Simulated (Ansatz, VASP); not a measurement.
## Al2Cu: VASP beside Ansatz

Contents of INCAR:

```
ALGO = Fast
EDIFF = 1E-6
ENCUT = 520
ISIF = 2
ISMEAR = 0
LASPH = True
LCHARG = False
LREAL = False
LWAVE = False
NBANDS = 16
NELM = 60
PREC = Accurate
SIGMA = 0.1
```

File KPOINTS:

```
k-points
0
Gamma
  10 10 14
```

The input POSCAR:

```
Al2Cu
1.0
    4.1051820000      0.0000000000      0.0000000000
    0.0000000000      4.1051820000      0.0000000000
    0.0000000000      0.0000000000      2.8913130000
Al Cu
2 1
Direct
    0.5000000000      0.0000000000      0.5000000000
    0.0000000000      0.5000000000      0.5000000000
    0.0000000000      0.0000000000      0.0000000000
```

Input for Ansatz:

```yaml
crystal:
  lattice:
    - [4.105182, 0.0, 0.0]
    - [0.0, 4.105182, 0.0]
    - [0.0, 0.0, 2.891313]
  atoms:
    - { symbol: Al, position: [0.5, 0.0, 0.5] }
    - { symbol: Al, position: [0.0, 0.5, 0.5] }
    - { symbol: Cu, position: [0.0, 0.0, 0.0] }
basis:
  ecutwfc: 420
kpoints:
  mp_grid: { grid: [10, 10, 14] }
hamiltonian:
  xc: lda
scf:
  occupations: { method: gaussian, width: 0.1 }
output:
  forces: true
  stress: true
  eigenvalues: true
  write_density: true
  write_potential: true
  elf: true
  volumetric_format: npy
```

Alike in both runs: task single point; functional LDA; k mesh 10 × 10 × 14; occupations gaussian, width 0.1 eV; no spin polarisation.

|  | VASP | Ansatz |
| --- | --- | --- |
| version | VASP 6.6.1 | Ansatz 0.2.0 |
| potentials or method | VASP PAW LDA potentials, release 64 (Al, Cu), cutoff 520 eV | scalar-relativistic, plane waves, PAW |
| valence electrons in the cell | 17 | 25 |

|  | VASP | Ansatz | Ansatz less VASP |
| --- | --- | --- | --- |
| gap on the k mesh at the Fermi level (eV) | none | none | - |
| pressure (GPa) | -4.5 | -5.1 | -0.65 |
| traceless stress, the component that is largest in VASP (GPa) | -0.60 | -0.62 | -0.023 |

LDA's correlation is that of Perdew and Zunger in VASP and of Perdew and Wang (1992) in Ansatz. A gap of «none» marks a metal or a gap that the smearing closes. VASP's potentials hold 17 valence electrons a cell and Ansatz's 25, so a difference there can come from the potentials and not from the codes.
